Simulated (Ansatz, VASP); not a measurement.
## TiC in VASP and in Ansatz

```
Ti C
1.0
     0.00000    2.14948    2.14948
     2.14948    0.00000    2.14948
     2.14948    2.14948    0.00000
Ti C
1 1
Direct
  0.00000 0.00000 0.00000
  0.50000 0.50000 0.50000
```

Change from the starting cell: volume scaled by 0.98, crystal datasets.

Alike in both runs: task electric field gradients; functional PBEsol; k mesh 14 × 14 × 14; occupations fermi-dirac, width 0.03 eV; no spin polarisation.

|  | VASP | Ansatz |
| --- | --- | --- |
| version | VASP 6.6.1 | Ansatz 0.2.0 |
| potentials or method | VASP PAW PBE potentials, release 64 (Ti_sv, C), cutoff 520 eV | all-electron PAW with datasets made for the crystal, scalar-relativistic |

|  | VASP | Ansatz | Ansatz less VASP |
| --- | --- | --- | --- |
| pressure (GPa) | -0.8 | -1.1 | -0.29 |

VASP's potentials were made for PBE, not for PBEsol. Ansatz ran all-electron here, and VASP with PAW potentials.
